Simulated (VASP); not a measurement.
A run of VASP 6.6.1 is set up as follows.

INCAR

```
SYSTEM = MgB2
PREC = Accurate
ENCUT = 600
EDIFF = 1E-7
ISMEAR = 0
SIGMA = 0.1
LREAL = .FALSE.
LASPH = .TRUE.
NELM = 60
ALGO = Normal
ISIF = 4
LWAVE = .FALSE.
LCHARG = .FALSE.
GGA = PE
IBRION = 2
NSW = 50
EDIFFG = -0.01
```

KPOINTS

```
Automatic mesh
0
G
  15 15 12
  0 0 0
```

Contents of POSCAR:

```
MgB2
1.0
    2.9918062454      0.0000000000      0.0000000000
   -1.4959031227      2.5909802117      0.0000000000
    0.0000000000      0.0000000000      3.3907191370
Mg B
1 2
Direct
    0.0000000000      0.0000000000      0.0000000000
    0.3333333333      0.6666666667      0.5000000000
    0.6666666667      0.3333333333      0.5000000000
```

Potentials or basis: VASP PAW PBE potentials, release 64 (Mg, B).

Command:

```console
$ cat potpaw_PBE.64/Mg/POTCAR potpaw_PBE.64/B/POTCAR > POTCAR
$ mpirun -np 1 vasp_std > vasp.out
```

What does it give for the band gap on the k mesh?

Zero (band 4 reaches 7.96 eV, above the bottom of band 5 at 3.77 eV).

Final structure:
```
Mg B
1.0
     3.00078    0.00000    0.00000
    -1.50039    2.59876    0.00000
     0.00000    0.00000    3.37046
Mg B
1 2
Direct
  0.00000 0.00000 0.00000
  0.33333 0.66667 0.50000
  0.66667 0.33333 0.50000
```
